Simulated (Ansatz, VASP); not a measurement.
## AlN: VASP beside Ansatz

```
Al N
1.0
     3.37708    0.00000    0.00000
    -1.68854    2.92463    0.00000
     0.00000    0.00000    4.26969
Al N
2 2
Direct
  0.66667 0.33333 0.25000
  0.33333 0.66667 0.75000
  0.66667 0.33333 0.75000
  0.33333 0.66667 0.25000
```

Change from the starting cell: volume scaled by 1.06.

Alike in both runs: task single point; functional PBEsol; k mesh 9 × 9 × 7; occupations fermi-dirac, width 0.05 eV; no spin polarisation.

|  | VASP | Ansatz |
| --- | --- | --- |
| version | VASP 6.6.1 | Ansatz 0.2.0 |
| potentials or method | VASP PAW PBE potentials, release 64 (Al, N), cutoff 520 eV | all-electron LAPW, scalar-relativistic |

Ansatz gave:

| Item | Value |
| --- | --- |
| gap on the k mesh at the Fermi level (eV) | 2.75 |
| least direct gap on the mesh (eV) | 2.75 |
| pressure (GPa) | -13.9 |
| traceless stress, the component that is largest in VASP (GPa) | 1.01 |

Q: Estimate VASP's values.

A: gap on the k mesh at the Fermi level (eV): 2.76; least direct gap on the mesh (eV): 2.76; pressure (GPa): -14.0; traceless stress, the component that is largest in VASP (GPa): 0.92.

VASP's potentials were made for PBE, not for PBEsol. Ansatz ran all-electron here, and VASP with PAW potentials.
